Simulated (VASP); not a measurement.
Input of a VASP 6.6.1 run:

Contents of INCAR:

```
SYSTEM = B5Ru3
PREC = Accurate
ENCUT = 520
EDIFF = 1E-6
ISMEAR = 0
SIGMA = 0.2
LREAL = .False.
LASPH = .True.
NELM = 100
ALGO = Normal
ISIF = 2
LWAVE = .False.
LCHARG = .False.
GGA = PE
NBANDS = 38
```

Contents of KPOINTS:

```
Automatic mesh
0
Gamma
  12 12 2
  0 0 0
```

Contents of POSCAR:

```
B5Ru3
1.0
    2.9167379907     -0.0002254446     -0.0001831020
   -1.4585649248      2.5260285924      0.0002178740
   -0.0004444498      0.0003826561     10.1153058714
B Ru
5 3
Direct
    0.3333315362      0.6666709109      0.6423000107
    0.6665987301      0.3333463715      0.7163114348
    0.3333681352      0.6666655418      0.3577027349
    0.6666364229      0.3333155525      0.2836849535
   -0.0000185513     -0.0000219920      0.0000025929
    0.3333751024      0.6667133282      0.8585122271
    0.3333836591      0.6666744853      0.1414892951
    0.6666582988      0.3333024683      0.4999967509
```

Potentials or basis: VASP PAW PBE potentials, release 64 (B, Ru_pv).

Run with:

```console
$ cat potpaw_PBE.64/B/POTCAR potpaw_PBE.64/Ru_pv/POTCAR > POTCAR
$ mpirun -np 1 vasp_std > vasp.out
```

(1) What does it give for the pressure?

(2) What does it give for the largest force?

Results:

(1) 0.1 GPa.

(2) 0.007 eV/Å.
